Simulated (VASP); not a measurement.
Wanted: the native input for a VASP 6.6.1 run.

```yaml
Task: single point
Functional: r2SCAN
Potentials_or_basis: VASP PAW PBE potentials, release 64 (Te, Mo_sv)
Cutoff: 520 eV
k_mesh: 12 × 12 × 2
Occupations: gaussian, width 0.01 eV
Spin: no spin polarisation
Dipole_correction: no
Further_INCAR_settings: ALGO = Normal; EDIFF = 1e-06; NBANDS = 20
```

The system is Te2Mo, a slab with vacuum.

```
Te Mo
1.0
     3.56023    0.00000    0.00000
    -1.78012    3.08325    0.00000
     0.00000    0.00000   17.52406
Te Mo
2 1
Cartesian
  0.0000 2.0555 1.7900
  0.0000 2.0555 15.7341
  0.0000 0.0000 0.0000
```

The input as run:

POSCAR

```
Te2Mo
1.0
    3.5602328140      0.0000000000      0.0000000000
   -1.7801164070      3.0832520603      0.0000000000
    0.0000000000      0.0000000000     17.5240578200
Te Mo
2 1
Direct
    0.3333333333      0.6666666667      0.1021445500
    0.3333333333      0.6666666667      0.8978554500
    0.0000000000      0.0000000000      0.0000000000
```

INCAR.step1

```
SYSTEM = Te2Mo
PREC = Accurate
ENCUT = 520
ISMEAR = 0
SIGMA = 0.01
LREAL = .False.
LASPH = .True.
NELM = 60
NBANDS = 20
GGA = PE
ALGO = Normal
EDIFF = 1E-4
LWAVE = .True.
LCHARG = .False.
```

INCAR.step2

```
SYSTEM = Te2Mo
PREC = Accurate
ENCUT = 520
EDIFF = 1E-6
ISMEAR = 0
SIGMA = 0.01
LREAL = .False.
LASPH = .True.
NELM = 60
ALGO = Normal
ISIF = 2
LWAVE = .False.
LCHARG = .False.
METAGGA = R2SCAN
LMIXTAU = .True.
NBANDS = 20
ISTART = 1
```

KPOINTS

```
Automatic mesh
0
Gamma
  12 12 2
  0 0 0
```

Potentials or basis: VASP PAW PBE potentials, release 64 (Te, Mo_sv).

Launch:

```bash
$ cat potpaw_PBE.64/Te/POTCAR potpaw_PBE.64/Mo_sv/POTCAR > POTCAR
$ cp INCAR.step1 INCAR
$ mpirun -np 1 vasp_std > vasp.out
$ cp INCAR.step2 INCAR
$ mpirun -np 1 vasp_std > vasp.out
```

Results of the run:

| Item | Value |
| --- | --- |
| Largest force | 0.019 eV/Å |
| Band gap on the k mesh | 1.13 eV, direct |

Caveat: the PAW data sets were made with another functional, which shifts forces and pressure a little; spin-orbit coupling is left out, which moves the levels of the heavy elements.

Wall time 9.5 min on 1 thread of Intel(R) Xeon(R) Platinum 8488C (Sapphire Rapids) (shared host), peak memory 0.45 GiB.
